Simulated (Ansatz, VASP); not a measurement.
## One calculation of AlGa5Sb6, two programs

```
Al Ga Sb
1.0
     4.39824    0.00000    0.00000
     0.00000    4.39824    0.00000
     0.00000    0.00000   18.63138
Al Ga Sb
1 5 6
Direct
  0.00000 0.00000 0.00000
  0.00000 0.00000 0.66656
  0.50000 0.50000 0.83303
  0.50000 0.50000 0.16697
  0.00000 0.00000 0.33344
  0.50000 0.50000 0.50000
  0.50000 0.00000 0.74980
  0.00000 0.50000 0.91654
  0.50000 0.00000 0.08346
  0.00000 0.50000 0.25020
  0.50000 0.00000 0.41672
  0.00000 0.50000 0.58328
```

Alike in both runs: task single point; functional PBE; k mesh 6 × 6 × 2; occupations gaussian, width 0.2 eV; no spin polarisation.

|  | VASP | Ansatz |
| --- | --- | --- |
| version | VASP 6.6.1 | Ansatz 0.2.0 |
| potentials or method | VASP PAW PBE potentials, release 64 (Al, Ga_d, Sb), cutoff 520 eV | scalar-relativistic, plane waves, PAW |
| valence electrons in the cell | 98 | 158 |

Ansatz gave:

* gap on the k mesh at the Fermi level (eV): none
* pressure (GPa): 0.0
* traceless stress, the component that is largest in VASP (GPa): -0.09
* rms of the force components (eV/Å): 0.001

Q: Which values does VASP return?

A: gap on the k mesh at the Fermi level (eV): none; pressure (GPa): 0.1; traceless stress, the component that is largest in VASP (GPa): -0.09; rms of the force components (eV/Å): 0.004.

Atom by atom the forces differ by 0.003 eV/Å (rms over components). A gap of «none» marks a metal or a gap that the smearing closes. With one functional, cell and mesh, what is left measures potentials, basis and numerics. VASP's potentials hold 98 valence electrons a cell and Ansatz's 158, so a difference there can come from the potentials and not from the codes.

Neither program's run includes spin-orbit coupling.
